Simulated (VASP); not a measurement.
Crystal: MnHg.

```
CELL_PARAMETERS angstrom
3.31500 0.00000 0.00000
0.00000 3.31500 0.00000
0.00000 0.00000 3.31500
ATOMIC_POSITIONS crystal
Mn 0.50000 0.50000 0.50000
Hg 0.00000 0.00000 0.00000
```

Program: VASP 6.6.1. Alike in all runs: task single point; potentials or basis VASP PAW PBE potentials, release 64 (Mn_pv, Hg); cell as given; smearing gaussian 0.1 eV.

Problem. Order these runs on this cell by their pressure, lowest first.
A. level r2SCAN; spin off; k mesh 12 × 12 × 12; cutoff (eV) 550
B. level PBE; spin off; k mesh 12 × 12 × 12; cutoff (eV) 500
C. level PBE; spin collinear, ferromagnetic start; k mesh 6 × 6 × 6; cutoff (eV) 500

Solution. A (-18.0 GPa), B (-14.5 GPa), C (0.6 GPa).

Caveats: the cell stands under tension (at least some runs); the PAW data sets were made with another functional, which shifts forces and pressure a little (at least some runs).
